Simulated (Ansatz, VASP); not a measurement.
One calculation of Cu, two programs

```
Cu
1.0
     0.00000    1.57900    2.36850
     1.57900    0.00000    2.36850
     1.57900    1.57900    0.00000
Cu
1
Direct
  0.00000 0.00000 0.00000
```

Alike in both runs: task single point; functional PBE; k mesh 24 × 24 × 24; occupations gaussian, width 0.15 eV; no spin polarisation.

|  | VASP | Ansatz |
| --- | --- | --- |
| version | VASP 6.6.1 | Ansatz 0.2.0 |
| potentials or method | VASP PAW PBE potentials, release 64 (Cu), cutoff 520 eV | scalar-relativistic, plane waves, PAW |
| valence electrons in the cell | 11 | 19 |

|  | VASP | Ansatz | Ansatz less VASP |
| --- | --- | --- | --- |
| gap on the k mesh at the Fermi level (eV) | none | none | - |
| pressure (GPa) | 19.0 | 18.6 | -0.47 |
| traceless stress, the component that is largest in VASP (GPa) | -39.96 | -40.00 | -0.043 |

A gap of «none» marks a metal or a gap that the smearing closes. VASP's potentials hold 11 valence electrons a cell and Ansatz's 19, so a difference there can come from the potentials and not from the codes.
